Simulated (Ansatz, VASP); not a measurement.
## MgO: VASP beside Ansatz

File INCAR:

```
SYSTEM = MgO
ALGO = Normal
EDIFF = 1E-6
ENCUT = 600
GGA = PE
GGA_COMPAT = .FALSE.
ISIF = 2
ISMEAR = -1
LASPH = .TRUE.
LCHARG = .FALSE.
LREAL = .FALSE.
LWAVE = .FALSE.
NBANDS = 11
NELM = 120
PREC = Accurate
SIGMA = 0.003
```

File KPOINTS:

```
k-points
0
G
  7 7 7
  0 0 0
```

File POSCAR:

```
MgO
1.0
    0.0000000000      2.1980000000      2.1980000000
    2.1980000000      0.0000000000      2.1980000000
    2.1980000000      2.1980000000      0.0000000000
Mg O
1 1
Direct
    0.0000000000      0.0000000000      0.0000000000
    0.5000000000      0.5000000000      0.5000000000
```

Input for Ansatz:

```yaml
crystal:
  lattice:
    - [0.0, 2.198, 2.198]
    - [2.198, 0.0, 2.198]
    - [2.198, 2.198, 0.0]
  atoms:
    - { symbol: Mg, position: [0.0, 0.0, 0.0] }
    - { symbol: O, position: [0.5, 0.5, 0.5] }
hamiltonian:
  xc: pbe
  pseudopotentials: { kind: paw }
basis:
  ecutwfc: 420
kpoints:
  mp_grid: { grid: [7, 7, 7] }
scf:
  occupations: { method: fermi_dirac, width: 0.003 }
  lower_state_search: "off"
  algorithm: density_mixing
  max_iter: 70
  mixing: {}
output:
  forces: true
  stress: true
```

Alike in both runs: task single point; functional PBE; k mesh 7 × 7 × 7; occupations fermi-dirac, width 0.003 eV; no spin polarisation.

|  | VASP | Ansatz |
| --- | --- | --- |
| version | VASP 6.6.1 | Ansatz 0.2.0 |
| potentials or method | VASP PAW PBE potentials, release 64 (Mg, O), cutoff 600 eV | PAW, plane waves, scalar-relativistic |
| valence electrons in the cell | 8 | 16 |

```tsv
	VASP	Ansatz	Ansatz less VASP
pressure (GPa)	-13.0	-12.0	+0.95
```

The functional is the same, so the differences come from potentials, cutoffs and numerics. VASP's potentials hold 8 valence electrons a cell and Ansatz's 16, so a difference there can come from the potentials and not from the codes.
